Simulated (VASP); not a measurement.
Runs of VASP 6.6.1 on Mg3Te2O. The structure is that of space group P6/mmm (No. 191), or close to it. The cells are those of the table. The cell was built from a structure type or drawn by symmetry, and may not be a known phase.

| task | cell | k mesh | cutoff (eV) | gap on the mesh (eV) | pressure (GPa) | relaxed volume (Å³/atom) |
| --- | --- | --- | --- | --- | --- | --- |
| relaxation of cell and atoms | relaxed from a = 5.598, b = 5.598, c = 5.347 Å, angles 90.0, 90.0, 120.0°, 6 atoms | 12 × 12 × 8 | 600 | none | 0.0 | (a) |
| single point | a = 5.581, b = 5.581, c = 5.308 Å, angles 90.0, 90.0, 120.0°, 6 atoms | 6 × 6 × 2 | 520 | none | 0.1 | - |
| single point | a = 5.586, b = 5.586, c = 5.366 Å, angles 90.0, 90.0, 120.0°, 6 atoms | 12 × 12 × 8 | 520 | none | -0.1 | - |
| single point | a = 5.598, b = 5.598, c = 5.347 Å, angles 90.0, 90.0, 120.0°, 6 atoms | 6 × 6 × 4 | 520 | none | -0.1 | - |
| relaxation of cell and atoms | relaxed from a = 4.793, b = 4.793, c = 7.519 Å, angles 90.0, 90.0, 120.0°, 6 atoms | 6 × 6 × 2 | 600 | none | -0.2 | (b) |
| relaxation of cell and atoms | relaxed from a = 5.581, b = 5.581, c = 5.308 Å, angles 90.0, 90.0, 120.0°, 6 atoms | 6 × 6 × 4 | 600 | none | 0.0 | 24.07 |
| single point | a = 4.793, b = 4.793, c = 7.519 Å, angles 90.0, 90.0, 120.0°, 6 atoms | 6 × 6 × 2 | 520 | none | 12.1 | - |

Alike in all rows: level PBE; potentials or basis VASP PAW PBE potentials, release 64 (Mg, Te, O); no spin polarisation; smearing gaussian 0.1 eV.

Task: Estimate the missing entries.

Result: (a) 24.10; (b) 23.97.

Caveats: some runs use coarse meshes; spin-orbit coupling is left out, which moves the levels of the heavy elements; a cell axis changed by over 15 % at a fixed basis, so the end point is rough (at least some runs); semilocal functionals underestimate gaps, so a narrow gap can read as zero (at least some runs).

A k mesh can miss the band edges, and the runs leave out spin-orbit coupling on Te.

A gap of «none» marks levels without a gap at the run's occupations.
